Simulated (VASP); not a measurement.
Set up this calculation in VASP 6.6.1, as the native input.

```
Task                   : single point
Functional             : LDA
Potentials or basis    : VASP PAW LDA potentials, release 64 (Se)
Cutoff                 : 520 eV
k mesh                 : 13 × 13 × 13
Occupations            : fermi-dirac, width 0.08 eV
Spin                   : no spin polarisation
Dipole correction      : no
Further INCAR settings : ALGO = Normal; EDIFF = 1e-06; NBANDS = 9
```

The structure of Se lies in POSCAR:

```
Se
1.0
    2.7692252750      0.0000000000      0.0000000000
    0.0000000000      2.7692252750      0.0000000000
    0.0000000000      0.0000000000      2.7692252750
Se
1
Direct
    0.0000000000      0.0000000000      0.0000000000
```

One way to write it, as run:

INCAR

```
PREC = Accurate
ENCUT = 520
EDIFF = 1E-6
ISMEAR = -1
SIGMA = 0.08
LREAL = F
LASPH = T
NELM = 80
ALGO = Normal
ISIF = 2
LWAVE = F
LCHARG = F
NBANDS = 9
```

KPOINTS

```
Automatic mesh
0
Gamma
  13 13 13
```

Potentials or basis: VASP PAW LDA potentials, release 64 (Se).

Command:

```bash
$ cat potpaw_LDA.64/Se/POTCAR > POTCAR
$ mpirun -np 1 vasp_std > vasp.out
```

It gave:

```yaml
Pressure: 0.1 GPa
Band_gap_on_the_k_mesh: zero (band 3 reaches 8.52 eV, above the bottom of band 4 at 2.03 eV)
```

Wall time 3.4 s on 1 thread of Intel(R) Xeon(R) 6975P-C (Granite Rapids) (shared host), peak memory 0.13 GiB.
